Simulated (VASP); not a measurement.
A run of VASP 6.6.1 is set up as follows.

File INCAR:

```
SYSTEM = Ag
PREC = Accurate
ENCUT = 520
EDIFF = 1E-7
ISMEAR = 0
SIGMA = 0.15
LREAL = .FALSE.
LASPH = .TRUE.
NELM = 60
ALGO = Normal
ISIF = 2
LWAVE = .FALSE.
LCHARG = .TRUE.
GGA = PS
LELF = .TRUE.
LVHAR = .TRUE.
NBANDS = 12
```

The input KPOINTS:

```
Automatic mesh
0
G
  20 20 20
  0 0 0
```

Contents of POSCAR:

```
Ag
1.0
    0.0000000000      2.0431000000      2.0431000000
    1.9613760000      0.0000000000      2.0431000000
    1.9613760000      2.0431000000      0.0000000000
Ag
1
Direct
    0.0000000000      0.0000000000      0.0000000000
```

Potentials or basis: VASP PAW PBE potentials, release 64 (Ag).

Command:

```bash
$ cat potpaw_PBE.64/Ag/POTCAR > POTCAR
$ mpirun -np 1 vasp_std > vasp.out
```

Task: Estimate the pressure.

Result: 2.0 GPa.

Stress tensor (GPa, compression positive):
```
3.04 0.00 0.00
0.00 1.44 0.00
0.00 0.00 1.44
```

Caveat: the cell differs from its parent crystal (strain -0.0400 x Voigt [1, 0, 0, 0, 0, 0]); the PAW data sets were made with another functional, which shifts forces and pressure a little.
